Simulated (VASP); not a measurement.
Wanted: the native input for a VASP 6.6.1 run.

| Property | Result |
| --- | --- |
| Task | single point |
| Functional | LDA |
| Potentials or basis | VASP PAW LDA potentials, release 64 (Al) |
| Cutoff | 520 eV |
| k mesh | 8 × 8 × 3 |
| Occupations | methfessel-paxton, width 0.1 eV |
| Spin | no spin polarisation |
| Dipole correction | no |
| Further INCAR settings | ALGO = Normal; EDIFF = 1e-06; NBANDS = 12 |

The structure of Al lies in POSCAR:

```
Al
1.0
    2.7784050000      0.0000000000      0.0000000000
    0.0000000000      2.7784050000      0.0000000000
    0.0000000000      0.0000000000      7.5134030000
Al
3
Direct
    0.0000000000      0.0000000000      0.5000000000
    0.5000000000      0.5000000000      0.2261160000
    0.5000000000      0.5000000000      0.7738840000
```

These files were run (other wordings do the same):

INCAR

```
SYSTEM = Al
PREC = Accurate
ENCUT = 520
EDIFF = 1E-6
ISMEAR = 1
SIGMA = 0.1
LREAL = .False.
LASPH = .True.
NELM = 100
ALGO = Normal
ISIF = 2
LWAVE = .False.
LCHARG = .True.
GGA = CA
LELF = .True.
LVHAR = .True.
NBANDS = 12
```

KPOINTS

```
Automatic mesh
0
Gamma
  8 8 3
  0 0 0
```

Potentials or basis: VASP PAW LDA potentials, release 64 (Al).

Run with:

```bash
$ cat potpaw_LDA.64/Al/POTCAR > POTCAR
$ mpirun -np 1 vasp_std > vasp.out
```

Results of the run:

- Pressure: -2.9 GPa
- Largest force: 0.244 eV/Å

Run time: 10 s on 1 thread of Intel(R) Xeon(R) Platinum 8488C (Sapphire Rapids) (shared host), peak memory 0.14 GiB.
